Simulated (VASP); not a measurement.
Set up this calculation in VASP 6.6.1, as the native input.

```
Task                   : single point
Functional             : PBE
Potentials or basis    : VASP PAW PBE potentials, release 64 (Sn_d, O)
Cutoff                 : 520 eV
k mesh                 : 10 × 10 × 8
Occupations            : gaussian, width 0.05 eV
Spin                   : no spin polarisation
Dipole correction      : no
Further INCAR settings : ALGO = Normal; EDIFF = 1e-06; NBANDS = 28
```

The structure of SnO lies in POSCAR:

```
SnO
1.0
    3.7521256289      0.0000000000      0.0000000000
    0.0000000000      3.7521256289      0.0000000000
    0.0000000000      0.0000000000      4.9912677446
Sn O
2 2
Direct
    0.0000000000      0.5000000000      0.2287361932
    0.5000000000      0.0000000000      0.7712638068
    0.0000000000      0.0000000000      0.0000000000
    0.5000000000      0.5000000000      0.0000000000
```

This cell differs from its parent crystal: strain -0.030 along x and y, -0.015 along z.

These files were run (other wordings do the same):

INCAR

```
PREC     = Accurate       # precision mode
ENCUT    = 520            # plane-wave cutoff, eV
EDIFF    = 1E-6           # SCF threshold, eV
ISMEAR   = 0              # smearing method
SIGMA    = 0.05           # smearing width, eV
LREAL    = False          # projectors in reciprocal space
LASPH    = True           # aspherical terms in the spheres
NELM     = 100            # most SCF steps
ALGO     = Normal         # electronic algorithm
ISIF     = 2              # what is computed and relaxed
LWAVE    = False          # write WAVECAR
LCHARG   = True           # write CHGCAR
GGA      = PE             # functional
LELF     = True           # ELF
LVHAR    = True         
NBANDS   = 28             # bands
```

KPOINTS

```
Automatic mesh
0
Gamma
  10 10 8
```

Potentials or basis: VASP PAW PBE potentials, release 64 (Sn_d, O).

Run with:

```sh
$ cat potpaw_PBE.64/Sn_d/POTCAR potpaw_PBE.64/O/POTCAR > POTCAR
$ mpirun -np 1 vasp_std > vasp.out
```

Results of the run:

```yaml
Pressure: 8.0 GPa
Largest_force: 1.126 eV/Å
Band_gap_on_the_k_mesh: 0.20 eV (least direct gap 2.02 eV)
```

Caveat: the cell differs from its parent crystal (strain -0.030 along x and y, -0.015 along z); the cell stands under pressure; spin-orbit coupling is left out, which moves the levels of the heavy elements; forces of over 1 eV/Å act on the atoms, so gaps and moduli don't describe the material at rest.

It took 100 s on 1 thread of AMD EPYC 9R45 96-Core Processor (Zen 5), with other jobs on the host, peak memory 0.26 GiB.
